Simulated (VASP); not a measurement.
NiO: single point with r2SCAN

The system is NiO.

```
Ni O
1.0
     0.00000    2.09932    2.09932
     2.09932    0.00000    2.09932
     2.09932    2.09932    0.00000
Ni O
1 1
Cartesian
  0.0000 0.0000 0.0000
  2.0993 2.0993 2.0993
```

```json
{"Program": "VASP 6.6.1", "Task": "single point", "Functional": "r2SCAN", "Potentials or basis": "VASP PAW PBE potentials, release 64 (Ni, O)", "Cutoff": "520 eV", "k mesh": "9 × 9 × 9", "Occupations": "fermi-dirac, width 0.02 eV", "Spin": "collinear spin, zero start", "Starting moments": "[0.0, 0.0] μB", "Fixed moment": "0 μB"}
```

```yaml
Pressure: -13.0 GPa
Net_moment: 0.00 μB per cell
Valence_electrons_inside_the_program's_atomic_spheres: Ni 9.03; O 4.96
```

Wall time 33 s on 1 thread of Intel(R) Xeon(R) 6975P-C (Granite Rapids), on a shared host, peak memory 0.17 GiB.

Caveat: the PAW data sets were made with another functional, which shifts forces and pressure a little; the total moment is fixed, so each spin has its own Fermi level.
